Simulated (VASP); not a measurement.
Zr2Cl, 6 atoms in the cell. It takes space group Fd-3m (No. 227, cubic). The conventional cell has a = 10.913 Å, b = 10.913 Å, c = 10.913 Å, α = 90.00°, β = 90.00°, γ = 90.00°. Within 3.1 Å of Zr (site symmetry -3m) lie 2 Cl at 2.36 Å. Within 3.1 Å of Cl (site symmetry -43m) lie 4 Zr at 2.36 Å. The cell was built from a structure type or drawn by symmetry, and may not be a known phase.

* Program: VASP 6.6.1
* Task: single point
* Functional: PBE
* Potentials or basis: VASP PAW PBE potentials, release 64 (Zr_sv, Cl)
* Cutoff: 520 eV
* k mesh: 6 × 6 × 6
* Occupations: gaussian, width 0.1 eV
* Spin: no spin polarisation
* Dipole correction: no
* Further INCAR settings: ALGO = Normal; EDIFF = 1e-06; NBANDS = 40

Potentials or basis: VASP PAW PBE potentials, release 64 (Zr_sv, Cl).

Command:

```bash
$ cat potpaw_PBE.64/Zr_sv/POTCAR potpaw_PBE.64/Cl/POTCAR > POTCAR
$ mpirun -np 1 vasp_std > vasp.out
```

Hardware: 1 thread of Intel(R) Xeon(R) Platinum 8488C (Sapphire Rapids), on a shared host.

Estimate the wall time of this run.

Wall time 4.4 min on 1 thread of Intel(R) Xeon(R) Platinum 8488C (Sapphire Rapids), on a shared host, peak memory 0.56 GiB. Counts: scf iterations 15, k points 16.
